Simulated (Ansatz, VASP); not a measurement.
# One calculation of BiTe, two programs

Contents of INCAR:

```
SYSTEM = BiTe
AGGAC    = 0.0          
ALDAC    = 0.0          
ALGO     = Normal         ! electronic algorithm
EDIFF    = 1E-7           ! SCF threshold, eV
ENCUT    = 520            ! plane-wave cutoff, eV
GGA      = PE             ! functional
GGA_COMPAT= .FALSE.      
ISIF     = 2              ! what is computed and relaxed
ISMEAR   = -1             ! smearing method
LASPH    = .TRUE.         ! aspherical terms in the spheres
LCHARG   = .TRUE.         ! write CHGCAR
LORBIT   = 11             ! projections on sites
LORBMOM  = .TRUE.       
LREAL    = .FALSE.        ! projectors in reciprocal space
LSORBIT  = .TRUE.         ! spin-orbit coupling
LVHAR    = .TRUE.       
LWAVE    = .FALSE.        ! write WAVECAR
MAGMOM   = 0 0 0 0 0 0    ! initial moments
NBANDS   = 33             ! bands
NELM     = 150            ! most SCF steps
PREC     = Accurate       ! precision mode
SIGMA    = 0.05           ! smearing width, eV
```

KPOINTS

```
k-points
0
G
  5 5 5
  0 0 0
```

The input POSCAR:

```
BiTe
1.0
    0.0000000000      3.1689610617      3.1689610617
    3.1689610617      0.0000000000      3.1689610617
    3.1689610617      3.1689610617      0.0000000000
Bi Te
1 1
Direct
    0.0000000000      0.0000000000      0.0000000000
    0.5000000000      0.5000000000      0.5000000000
```

input.yaml

```yaml
crystal:
  lattice:
    - [0.0, 3.1689610617, 3.1689610617]
    - [3.1689610617, 0.0, 3.1689610617]
    - [3.1689610617, 3.1689610617, 0.0]
  atoms:
    - { symbol: Bi, position: [0.0, 0.0, 0.0] }
    - { symbol: Te, position: [0.5, 0.5, 0.5] }
kpoints:
  mp_grid: { grid: [5, 5, 5] }
scf:
  occupations: { method: fermi_dirac, width: 0.05 }
hamiltonian:
  xc: { exchange: pbe, correlation: none }
  pseudopotentials: { kind: all_electron, lapw: { basis_error: 0.001 } }
magnetization:
  noncollinear: true
  spin_orbit: true
output:
  forces: true
  stress: true
  eigenvalues: true
```

Change from the starting cell: volume scaled by 0.94.

Alike in both runs: task single point; functional PBE exchange alone; k mesh 5 × 5 × 5; occupations fermi-dirac, width 0.05 eV; non-collinear spin, spin-orbit coupling.

|  | VASP | Ansatz |
| --- | --- | --- |
| version | VASP 6.6.1 | Ansatz 0.2.0 |
| potentials or method | VASP PAW PBE potentials, release 64 (Bi_d, Te), cutoff 520 eV | all-electron LAPW, relativistic spinors |

Ansatz gave:

| Item | Value |
| --- | --- |
| pressure (GPa) | 16.0 |
| net moment per atom (μB) | 0.00 |

Question: What did VASP give for the same quantities?

Answer: Pressure (GPa): 15.8; net moment per atom (μB): 0.00.

VASP's potentials were made for PBE, not for PBE exchange alone. Ansatz ran all-electron here, and VASP with PAW potentials.

Noted on Ansatz's run: the k mesh is thin for a metal, which can move the energy by tens of meV per atom.
